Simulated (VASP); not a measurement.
# Sb (P4/mmm) in VASP: a series of runs

The runs below take Sb through single point, with PBEsol.

Program: VASP 6.6.1. These are calculated values, not measurements. Logs are shortened: lines on timing, memory, paths and dates and some standing lists are left out, and cuts for length are marked.

### Step 1. The cell of the first run

The structure is tetragonal, space group P4/mmm (No. 123). The conventional cell has a = 3.034 Å, b = 3.034 Å, c = 3.413 Å, α = 90.00°, β = 90.00°, γ = 90.00°. Sb (site symmetry 4/mmm) has 6 Sb at 3.03 to 3.41 Å within 4.0 Å.

### Step 2. Single point, PBEsol (strain -0.040 along x and y, +0.080 along z)

The input, INCAR:

```
PREC = Accurate
ENCUT = 520
EDIFF = 1E-6
ISMEAR = 0
SIGMA = 0.15
LREAL = False
LASPH = True
NELM = 80
ALGO = Normal
ISIF = 2
LWAVE = False
LCHARG = True
GGA = PS
LELF = True
LVHAR = True
NBANDS = 8
```

The input, KPOINTS:

```
regular mesh
0
Gamma
  16 16 16
```

The input, POSCAR:

```
Sb
1.0
    3.0336000000      0.0000000000      0.0000000000
    0.0000000000      3.0336000000      0.0000000000
    0.0000000000      0.0000000000      3.4128000000
Sb
1
Direct
    0.0000000000      0.0000000000      0.0000000000
```

Potentials or basis: VASP PAW PBE potentials, release 64 (Sb).

Launch:

```sh
> cat potpaw_PBE.64/Sb/POTCAR > POTCAR
> mpirun -np 1 vasp_std > vasp.out
```

OUTCAR:

```text
PREC = Accurate
   ENCUT = 520
   EDIFF = 1E-6
   ISMEAR = 0
   LREAL = False
   LASPH = True
   NELM = 80
   ISIF = 2
   GGA = PS

 ion  position               nearest neighbor table
   1  0.000  0.000  0.000-

  LATTYP: Found a simple tetragonal cell.
 ALAT       =     3.0336000000
 C/A-ratio  =     1.1250000000

  Lattice vectors:

 A1 = (   3.0336000000,   0.0000000000,   0.0000000000)
 A2 = (   0.0000000000,   3.0336000000,   0.0000000000)
 A3 = (   0.0000000000,   0.0000000000,   3.4128000000)

Analysis of symmetry for initial positions (statically):
=====================================================================
 Subroutine PRICEL returns:
 Original cell was already a primitive cell.

 Routine SETGRP: Setting up the symmetry group for a
 simple tetragonal supercell.

 Subroutine GETGRP returns: Found 16 space group operations
 (whereof 16 operations were pure point group operations)
 out of a pool of 16 trial point group operations.

The static configuration has the point symmetry D_4h.

Analysis of symmetry for dynamics (positions and initial velocities):
=====================================================================
 Subroutine PRICEL returns:
 Original cell was already a primitive cell.

 Routine SETGRP: Setting up the symmetry group for a
 simple tetragonal supercell.

 Subroutine GETGRP returns: Found 16 space group operations
 (whereof 16 operations were pure point group operations)
 out of a pool of 16 trial point group operations.

The dynamic configuration has the point symmetry D_4h.

 Subroutine INISYM returns: Found 16 space group operations
 (whereof 16 operations are pure point group operations),
 and found     1 'primitive' translations

----------------------------------------------------------------------------------------

                                     Primitive cell

  volume of cell :      31.4071

  direct lattice vectors                    reciprocal lattice vectors
     3.033600000  0.000000000  0.000000000     0.329641350  0.000000000  0.000000000
     0.000000000  3.033600000  0.000000000     0.000000000  0.329641350  0.000000000
     0.000000000  0.000000000  3.412800000     0.000000000  0.000000000  0.293014534

  length of vectors
     3.033600000  3.033600000  3.412800000     0.329641350  0.329641350  0.293014534

  position of ions in fractional coordinates (direct lattice)
     0.000000000  0.000000000  0.000000000

  ion indices of the primitive-cell ions
   primitive index   ion index
                 1           1

----------------------------------------------------------------------------------------

 KPOINTS: regular mesh

Automatic generation of k-mesh.
 Grid dimensions read from file:
 generate k-points for:   16   16   16

 Generating k-lattice:

  Cartesian coordinates                     Fractional coordinates (reciprocal lattice)
     0.020602584  0.000000000  0.000000000     0.062500000  0.000000000  0.000000000
     0.000000000  0.020602584  0.000000000     0.000000000  0.062500000  0.000000000
     0.000000000  0.000000000  0.018313408     0.000000000  0.000000000  0.062500000

  Length of vectors
     0.020602584  0.020602584  0.018313408

  Shift w.r.t. Gamma in fractional coordinates (k-lattice)
     0.000000000  0.000000000  0.000000000

 Subroutine IBZKPT returns following result:
 ===========================================

 Found    405 irreducible k-points:

 Following reciprocal coordinates:
            Coordinates               Weight
  0.000000  0.000000  0.000000      1.000000
  0.062500  0.000000  0.000000      4.000000
  0.125000  0.000000  0.000000      4.000000
  0.187500  0.000000  0.000000      4.000000
  0.250000  0.000000  0.000000      4.000000
  0.312500  0.000000  0.000000      4.000000
[... 16 lines left out ...]
  0.437500  0.125000  0.000000      8.000000
  0.500000  0.125000  0.000000      4.000000
 [... further k-points ...]
   k-points           NKPTS =    405   k-points in BZ     NKDIM =    405   number of bands    NBANDS=      8
   number of dos      NEDOS =    301   number of ions     NIONS =      1
   total plane-waves  NPLWV =  16128
   dimension x,y,z NGX =    24 NGY =   24 NGZ =   28
   dimension x,y,z NGXF=    48 NGYF=   48 NGZF=   56
   ions per type =               1
   NGX,Y,Z   is equivalent  to a cutoff of  13.15, 13.15, 13.64 a.u.
   NGXF,Y,Z  is equivalent  to a cutoff of  26.30, 26.30, 27.28 a.u.
 SYSTEM =  unknown system
   PREC   = accura    normal or accurate (medium, high low for compatibility)
   ISTART =      0    job   : 0-new  1-cont  2-samecut
   ICHARG =      2    charge: 1-file 2-atom 10-const
   ISPIN  =      1    spin polarized calculation?
   LNONCOLLINEAR =      F non collinear calculations
   LSORBIT =      F    spin-orbit coupling
   LASPH  =      T    aspherical Exc in radial PAW
   ENCUT  =  520.0 eV  38.22 Ry    6.18 a.u.   5.64  5.64  6.35*2*pi/ulx,y,z
   NELM   =     80;   NELMIN=  2; NELMDL= -5     # of ELM steps
   EDIFF  = 0.1E-05   stopping-criterion for ELM
   LREAL  =      F    real-space projection
   EDIFFG = 0.1E-04   stopping-criterion for IOM
   NSW    =      0    number of steps for IOM
   IBRION =     -1    ionic relax: 0-MD 1-quasi-New 2-CG
   NFREE  =      0    steps in history (QN), initial steepest desc. (CG)
   ISIF   =      2    stress and relaxation
   ISYM   =      2    0-nonsym 1-usesym 2-fastsym
   POTIM  = 0.5000    time-step for ionic-motion
   TEBEG  =    0.0;   TEEND  =   0.0 temperature during run
   PSTRESS=    0.0 pullay stress
   NELECT =       5.0000    total number of electrons
   NUPDOWN=      -1.0000    fix difference up-down
   EMIN   =  10.00;   EMAX   =-10.00  energy-range for DOS
   EFERMI =   0.00;   METHOD = LEGACY
   ISMEAR =     0;   SIGMA  =   0.15  broadening in eV -4-tet -1-fermi 0-gaus
   EFERMI_NEDOS =   21; number of points for ismear=-14 and -15
   IALGO  =     38    algorithm
   IMIX   =      4    mixing-type and parameters
     AMIX     =   0.40;   BMIX     =  1.00
     AMIX_MAG =   1.60;   BMIX_MAG =  1.00
  volume/ion in A,a.u.               =      31.41       211.95
  Fermi-wavevector in a.u.,A,eV,Ry     =   0.887270  1.676697 10.711154  0.787248
  Thomas-Fermi vector in A             =   2.008546
   LORBIT       =      0    0 simple, 1 ext, 2 COOP (PROOUT), +10 PAW based schemes
[... 36 lines left out ...]
      4      10.4996      0.00000
      5      11.7345      0.00000
      6      13.9746      0.00000
      7      15.1808      0.00000
      8      23.3656      0.00000

 k-point     2 :       0.0625    0.0000    0.0000
  band No.  band energies     occupation
      1      -5.7113      2.00000
      2       7.6222      0.00000
      3       9.6764      0.00000
      4      10.5619      0.00000
      5      11.7934      0.00000
      6      14.3455      0.00000
      7      15.7391      0.00000
      8      22.4645      0.00000

 k-point     3 :       0.1250    0.0000    0.0000
  band No.  band energies     occupation
      1      -5.5287      2.00000
      2       7.8002      0.00000
      3       8.1199      0.00000
      4      10.7454      0.00000
      5      11.9562      0.00000
      6      14.6635      0.00000
      7      17.2955      0.00000
      8      21.1900      0.00000

 k-point     4 :       0.1875    0.0000    0.0000
  band No.  band energies     occupation
      1      -5.2277      2.00000
      2       6.4706      0.20782
      3       8.0860      0.00000
      4      11.0399      0.00000
      5      12.2238      0.00000
      6      14.9407      0.00000
      7      19.1140      0.00000
      8      19.9183      0.00000

 k-point     5 :       0.2500    0.0000    0.0000
  band No.  band energies     occupation
      1      -4.8160      2.00000
      2       4.8895      2.00000
      3       8.4605      0.00000
      4      11.4254      0.00000
      5      12.5971      0.00000
      6      15.2748      0.00000
      7      18.7132      0.00000
      8      19.8986      0.00000

 k-point     6 :       0.3125    0.0000    0.0000
  band No.  band energies     occupation
      1      -4.3111      2.00000
      2       3.4458      2.00000
      3       8.8904      0.00000
      4      11.8679      0.00000
      5      13.0745      0.00000
      6      15.6654      0.00000
      7      17.6252      0.00000
      8      18.8709      0.00000

 k-point     7 :       0.3750    0.0000    0.0000
  band No.  band energies     occupation
      1      -3.7552      2.00000
      2       2.2062      2.00000
      3       9.3184      0.00000
      4      12.3090      0.00000
      5      13.6485      0.00000
      6      16.0211      0.00000
      7      16.7214      0.00000
      8      17.9317      0.00000

 k-point     8 :       0.4375    0.0000    0.0000
  band No.  band energies     occupation
      1      -3.2545      2.00000
      2       1.2905      2.00000
      3       9.6535      0.00000
      4      12.6553      0.00000
      5      14.2862      0.00000
      6      15.9515      0.00000
      7      16.0988      0.00000
      8      17.6555      0.00000

 k-point     9 :       0.5000    0.0000    0.0000
  band No.  band energies     occupation
      1      -3.0316      2.00000
      2       0.9285      2.00000
      3       9.7844      0.00000
      4      12.7907      0.00000
      5      14.7259      0.00000
      6      15.5913      0.00000
      7      15.8718      0.00000
      8      18.1127      0.00000

 k-point    10 :       0.0625    0.0625    0.0000
  band No.  band energies     occupation
      1      -5.6502      2.00000
      2       7.6826      0.00000
      3       9.6521      0.00000
      4       9.8276      0.00000
      5      11.8539      0.00000
      6      14.9742      0.00000
      7      16.0317      0.00000
      8      22.4117      0.00000
[... 78 lines left out ...]
 k-point    18 :       0.1250    0.1250    0.0000
  band No.  band energies     occupation
      1      -5.2848      2.00000
      2       8.0390      0.00000
      3       8.1810      0.00000
      4       8.5518      0.00000
      5      12.1819      0.00000
      6      16.8984      0.00000
      7      17.7639      0.00000
      8      21.2019      0.00000

 k-point    19 :       0.1875    0.1250    0.0000
  band No.  band energies     occupation
      1      -4.9837      2.00000
      2       6.6923      0.00081
      3       8.3253      0.00000
      4       8.6841      0.00000
      5      12.4493      0.00000
      6      17.4028      0.00000
      7      19.0076      0.00000
      8      20.1397      0.00000

 k-point    20 :       0.2500    0.1250    0.0000
  band No.  band energies     occupation
      1      -4.5718      2.00000
      2       5.1199      2.00000
      3       8.7006      0.00000
      4       9.0651      0.00000
      5      12.8214      0.00000
      6      17.4180      0.00000
      7      18.7762      0.00000
      8      18.8983      0.00000

 k-point    21 :       0.3125    0.1250    0.0000
  band No.  band energies     occupation
      1      -4.0664      2.00000
      2       3.6785      2.00000
      3       9.1315      0.00000
      4       9.5235      0.00000
      5      13.2958      0.00000
      6      16.8021      0.00000
      7      17.8144      0.00000
      8      18.3458      0.00000

 k-point    22 :       0.3750    0.1250    0.0000
  band No.  band energies     occupation
      1      -3.5095      2.00000
      2       2.4391      2.00000
      3       9.5608      0.00000
      4      10.0043      0.00000
      5      13.8606      0.00000
      6      15.9526      0.00000
      7      16.9134      0.00000
      8      17.5760      0.00000

 k-point    23 :       0.4375    0.1250    0.0000
  band No.  band energies     occupation
      1      -3.0075      2.00000
      2       1.5225      2.00000
      3       9.8971      0.00000
      4      10.4070      0.00000
      5      14.4579      0.00000
      6      15.3087      0.00000
      7      16.2920      0.00000
      8      16.6868      0.00000

 k-point    24 :       0.5000    0.1250    0.0000
  band No.  band energies     occupation
      1      -2.7838      2.00000
      2       1.1598      2.00000
      3      10.0285      0.00000
      4      10.5739      0.00000
      5      14.7468      0.00000
      6      15.1584      0.00000
      7      16.0653      0.00000
      8      16.1886      0.00000

 [... further k-points ...]
[... 5 lines left out ...]
  --------------------------------------------------------------------------------------
  -------------------------------------------------------------------------------------
  Total       -0.0638135     -0.0638135     -1.7741459      0.0000000     -0.0000000      0.0000000
  in kB       -3.2553374     -3.2553374    -90.5049721      0.0000000     -0.0000000      0.0000000
  external PRESSURE =     -32.3385490 kB  Pullay stress =       0.0000000 kB

 VOLUME and BASIS-vectors are now :
 -----------------------------------------------------------------------------
  energy-cutoff  :      520.00
  volume of cell :       31.41
      direct lattice vectors                 reciprocal lattice vectors
     3.033600000  0.000000000  0.000000000     0.329641350  0.000000000  0.000000000
     0.000000000  3.033600000  0.000000000     0.000000000  0.329641350  0.000000000
     0.000000000  0.000000000  3.412800000     0.000000000  0.000000000  0.293014534

 POSITION                                       TOTAL-FORCE (eV/Angst)
 -----------------------------------------------------------------------------------
      0.00000      0.00000      0.00000         0.000000      0.000000      0.000000
 -----------------------------------------------------------------------------------
    total drift:                               -0.000000      0.000000      0.000000

  FREE ENERGIE OF THE ION-ELECTRON SYSTEM (eV)
  ---------------------------------------------------
  free  energy   TOTEN  =        -4.4192534149 eV

  energy  without entropy=       -4.4126238033  energy(sigma->0) =       -4.41593861
```

Run time: 31 s. Hardware: 1 thread of Intel Xeon Platinum 8375C at 2.90GHz (Ice Lake), shared host; peak memory 0.22 GiB.

Results:

| Quantity | Value |
| --- | --- |
| Free energy | -4.4193 eV |
| Pressure | -3.2 GPa |

Stress tensor (GPa, compression positive):
```
-0.33  0.00  0.00
 0.00 -0.33  0.00
 0.00  0.00 -9.05
```

Levels at points of the mesh, in eV from the Fermi level:
```
           k point  band 1  band 2  band 3  band 4  band 5  band 6  band 7
(0.00, 0.00, 0.00)  -12.11    1.22    4.16    4.16    5.40    7.64    8.84
(0.50, 0.00, 0.00)   -9.37   -5.41    3.45    6.45    8.39    9.25    9.53
(0.50, 0.50, 0.00)   -6.40   -3.17   -3.17    2.48    5.68   11.85   11.85
(0.00, 0.00, 0.50)  -10.69   -5.05    5.35    5.35    8.96   11.35   11.55
(0.50, 0.00, 0.50)   -7.87   -4.15   -2.64    2.30    7.64   12.87   13.13
(0.50, 0.50, 0.50)   -4.72   -2.03   -2.03   -0.36    4.33    5.28    5.28
```

Caveat: the cell differs from its parent crystal (strain -0.040 along x and y, +0.080 along z); the PAW data sets were made with another functional, which shifts forces and pressure a little; spin-orbit coupling is left out, which moves the levels of the heavy elements.

### Step 3. Single point, PBEsol (strain +0.040 along x and y, -0.080 along z)

The input, INCAR:

```
SYSTEM = Sb
PREC = Accurate
ENCUT = 520
EDIFF = 1E-7
ISMEAR = 0
SIGMA = 0.15
LREAL = .FALSE.
LASPH = .TRUE.
NELM = 80
ALGO = Normal
ISIF = 2
LWAVE = .FALSE.
LCHARG = .TRUE.
GGA = PS
LELF = .TRUE.
LVHAR = .TRUE.
NBANDS = 8
```

The input, KPOINTS:

```
regular mesh
0
G
  16 16 16
  0 0 0
```

The input, POSCAR:

```
Sb
1.0
    3.2864000000      0.0000000000      0.0000000000
    0.0000000000      3.2864000000      0.0000000000
    0.0000000000      0.0000000000      2.9072000000
Sb
1
Direct
    0.0000000000      0.0000000000      0.0000000000
```

Potentials or basis: VASP PAW PBE potentials, release 64 (Sb).

Launch:

```sh
> cat potpaw_PBE.64/Sb/POTCAR > POTCAR
> mpirun -np 1 vasp_std > vasp.out
```

It took 34 s on 1 thread of Intel Xeon Platinum 8375C at 2.90GHz (Ice Lake), shared host; peak memory 0.22 GiB.

It converged, with:

* Free energy: -4.3941 eV
* Pressure: -3.0 GPa

Stress tensor (GPa, compression positive):
```
-7.83  0.00  0.00
 0.00 -7.83  0.00
 0.00  0.00  6.66
```

Levels at points of the mesh, in eV from the Fermi level:
| k point | band 1 | band 2 | band 3 | band 4 | band 5 | band 6 | band 7 |
| --- | --- | --- | --- | --- | --- | --- | --- |
| (0.00, 0.00, 0.00) | -12.13 | 2.02 | 2.02 | 5.53 | 6.13 | 6.15 | 9.60 |
| (0.50, 0.00, 0.00) | -10.36 | -5.19 | 3.47 | 7.05 | 8.23 | 9.99 | 10.33 |
| (0.50, 0.50, 0.00) | -8.55 | -3.55 | -3.55 | 2.13 | 8.56 | 13.26 | 14.59 |
| (0.00, 0.00, 0.50) | -8.74 | -5.52 | 4.76 | 4.76 | 9.04 | 9.35 | 10.37 |
| (0.50, 0.00, 0.50) | -6.80 | -4.05 | -2.37 | 2.48 | 6.23 | 11.90 | 11.92 |
| (0.50, 0.50, 0.50) | -4.71 | -2.70 | -0.86 | -0.86 | 4.66 | 4.66 | 5.59 |

Caveat: the cell differs from its parent crystal (strain +0.040 along x and y, -0.080 along z); the PAW data sets were made with another functional, which shifts forces and pressure a little; spin-orbit coupling is left out, which moves the levels of the heavy elements.

### Step 4. Single point, PBEsol (strain +0.040 along x and y, -0.040 along z)

The input, INCAR:

```
ALGO = Normal ; EDIFF = 1E-6
ENCUT = 520 ; GGA = PS
ISIF = 2 ; ISMEAR = 0
LASPH = True ; LCHARG = False
LREAL = False ; LWAVE = False
NBANDS = 8 ; NELM = 80
PREC = Accurate ; SIGMA = 0.15
```

The input, KPOINTS:

```
k-points
0
Gamma
  16 16 16
```

POSCAR: that of step 3 with these lines changed.

```diff
@@ -4,3 +4,3 @@
     0.0000000000      3.2864000000      0.0000000000
-    0.0000000000      0.0000000000      2.9072000000
+    0.0000000000      0.0000000000      3.0336000000
 Sb
```

Launch:

```sh
> cat potpaw_PBE.64/Sb/POTCAR > POTCAR
> mpirun -np 1 vasp_std > vasp.out
```

Wall time 19 s (1 thread of Intel Xeon Platinum 8375C at 2.90GHz (Ice Lake), shared host); peak memory 0.22 GiB.

The run converged. Its results:

- Free energy: -4.4157 eV
- Pressure: -5.6 GPa

Stress tensor (GPa, compression positive):
```
-7.90  0.00  0.00
 0.00 -7.90  0.00
 0.00  0.00 -1.07
```

Levels at points of the mesh, in eV from the Fermi level:
```
           k point  band 1  band 2  band 3  band 4  band 5  band 6  band 7
(0.00, 0.00, 0.00)  -11.74    2.35    2.35    4.49    6.41    6.44    8.61
(0.50, 0.00, 0.00)   -9.94   -4.90    3.83    5.99    8.47   10.17   10.57
(0.50, 0.50, 0.00)   -8.10   -3.25   -3.25    2.36    7.48   12.66   13.89
(0.00, 0.00, 0.50)   -8.97   -5.13    4.61    4.61    8.89    9.60   10.57
(0.50, 0.00, 0.50)   -7.05   -3.58   -2.53    2.56    6.07   11.99   12.18
(0.50, 0.50, 0.50)   -4.99   -2.17   -1.01   -1.01    4.79    4.79    5.40
```

Caveat: the cell differs from its parent crystal (strain +0.040 along x and y, -0.040 along z); the PAW data sets were made with another functional, which shifts forces and pressure a little; spin-orbit coupling is left out, which moves the levels of the heavy elements.

### Step 5. Summary

```csv
cell,gap on the mesh (eV),pressure (GPa)
"a = 3.034, b = 3.034, c = 3.413 Å, 1 atom",none,-3.2
"a = 3.286, b = 3.286, c = 2.907 Å, 1 atom",none,-3.0
"a = 3.286, b = 3.286, c = 3.034 Å, 1 atom",none,-5.6
```

Alike in all rows: task single point; level PBEsol; potentials or basis VASP PAW PBE potentials, release 64 (Sb); no spin polarisation; k mesh 16 × 16 × 16; cutoff (eV) 520; smearing gaussian 0.15 eV.

Caveats: the PAW data sets were made with another functional, which shifts forces and pressure a little; spin-orbit coupling is left out, which moves the levels of the heavy elements.

Absolute energies hang on the potentials; compare differences alone.
